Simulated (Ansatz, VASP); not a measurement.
# SiNi3 in VASP and in Ansatz

Contents of INCAR:

```
SYSTEM = SiNi3
ALGO = Fast
EDIFF = 1E-6
ENCUT = 520
GGA = PE
ISIF = 2
ISMEAR = 0
LASPH = .True.
LCHARG = .False.
LREAL = .False.
LWAVE = .False.
NBANDS = 44
NELM = 80
PREC = Accurate
SIGMA = 0.15
```

File KPOINTS:

```
k-points
0
Gamma
  14 14 8
  0 0 0
```

The input POSCAR:

```
SiNi3
1.0
    3.5062596409      0.0000000000      0.0000000000
    0.0000000000      3.5062596409      0.0000000000
    0.0000000000      0.0000000000      7.0125192817
Si Ni
2 6
Direct
    0.0000000000      0.0000000000      0.0000000000
    0.0000000000      0.0000000000      0.5000000000
    0.0000000000      0.5000000000      0.2371658107
    0.0000000000      0.5000000000      0.7371658107
    0.5000000000      0.0000000000      0.2628341893
    0.5000000000      0.0000000000      0.7628341893
    0.5000000000      0.5000000000      0.0000000000
    0.5000000000      0.5000000000      0.5000000000
```

Input for Ansatz:

```yaml
crystal:
  lattice:
    - [3.5062596409, 0.0, 0.0]
    - [0.0, 3.5062596409, 0.0]
    - [0.0, 0.0, 7.0125192817]
  atoms:
    - { symbol: Si, position: [0.0, 0.0, 0.0] }
    - { symbol: Si, position: [0.0, 0.0, 0.5] }
    - { symbol: Ni, position: [0.0, 0.5, 0.2371658107] }
    - { symbol: Ni, position: [0.0, 0.5, 0.7371658107] }
    - { symbol: Ni, position: [0.5, 0.0, 0.2628341893] }
    - { symbol: Ni, position: [0.5, 0.0, 0.7628341893] }
    - { symbol: Ni, position: [0.5, 0.5, 0.0] }
    - { symbol: Ni, position: [0.5, 0.5, 0.5] }
basis:
  ecutwfc: 420
kpoints:
  mp_grid: { grid: [14, 14, 8] }
hamiltonian:
  xc: pbe
scf:
  occupations: { method: gaussian, width: 0.15 }
output:
  forces: true
  stress: true
  eigenvalues: true
```

Change from the starting cell: mode 9 (194.3 1/cm) frozen in, largest displacement +0.090 Å.

Alike in both runs: task single point; functional PBE; k mesh 14 × 14 × 8; occupations gaussian, width 0.15 eV; no spin polarisation.

|  | VASP | Ansatz |
| --- | --- | --- |
| version | VASP 6.6.1 | Ansatz 0.2.0 |
| potentials or method | VASP PAW PBE potentials, release 64 (Si, Ni), cutoff 520 eV | scalar-relativistic, plane waves, PAW |
| valence electrons in the cell | 68 | 116 |

|  | VASP | Ansatz | Ansatz less VASP |
| --- | --- | --- | --- |
| gap on the k mesh at the Fermi level (eV) | none | none | - |
| pressure (GPa) | 1.0 | 1.0 | 0.00 |
| traceless stress, the component that is largest in VASP (GPa) | 0.11 | 0.13 | +0.012 |
| rms of the force components (eV/Å) | 0.297 | 0.300 | +0.0024 |

Atom by atom the forces differ by 0.002 eV/Å (rms over components). A gap of «none» marks a metal or a gap that the smearing closes. The functional is the same, so the differences come from potentials, cutoffs and numerics. VASP's potentials hold 68 valence electrons a cell and Ansatz's 116, so a difference there can come from the potentials and not from the codes.
